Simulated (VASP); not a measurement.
A run of VASP 6.6.1 is set up as follows.

INCAR

```
SYSTEM = AlN
ALGO = Normal ; EDIFF = 1E-7
EDIFFG = -0.04 ; ENCUT = 600
GGA = PE ; GGA_COMPAT = .False.
IBRION = 2 ; ISIF = 3
ISMEAR = 0 ; LASPH = .True.
LCHARG = .False. ; LREAL = .False.
LWAVE = .False. ; NELM = 120
NELMIN = 4 ; NSW = 60
PREC = Accurate ; SIGMA = 0.1
```

KPOINTS

```
k-points
0
Gamma
  8 8 8
  0 0 0
```

The input POSCAR:

```
AlN
1.0
    0.0000000000      1.9690000000      1.9690000000
    1.9690000000      0.0000000000      1.9690000000
    1.9690000000      1.9690000000      0.0000000000
Al N
1 1
Direct
    0.0000000000      0.0000000000      0.0000000000
    0.5000000000      0.5000000000      0.5000000000
```

Potentials or basis: VASP PAW PBE potentials, release 64 (Al, N).

Run with:

```bash
$ cat potpaw_PBE.64/Al/POTCAR potpaw_PBE.64/N/POTCAR > POTCAR
$ mpirun -np 1 vasp_std > vasp.out
```

Question: What does it give for the space group after relaxing (to 0.1 Å)?

Answer: Fm-3m (No. 225).

Question: Estimate the relaxed cell.

Answer: a = 2.879 Å, b = 2.879 Å, c = 2.879 Å, α = 60.00°, β = 60.00°, γ = 60.00°.

Step by step:
```tsv
step	energy change (eV)	largest force (eV/Å)	pressure (GPa)	volume (Å³)
1	0.0000	0.0000	29.98	15.27
2	-0.0073	0.0000	-20.86	18.65
3	-0.1354	0.0000	-0.40	16.87
```

PBE usually gives volumes a little too large and moduli too small. Zero-point motion and thermal expansion aren't in these numbers.
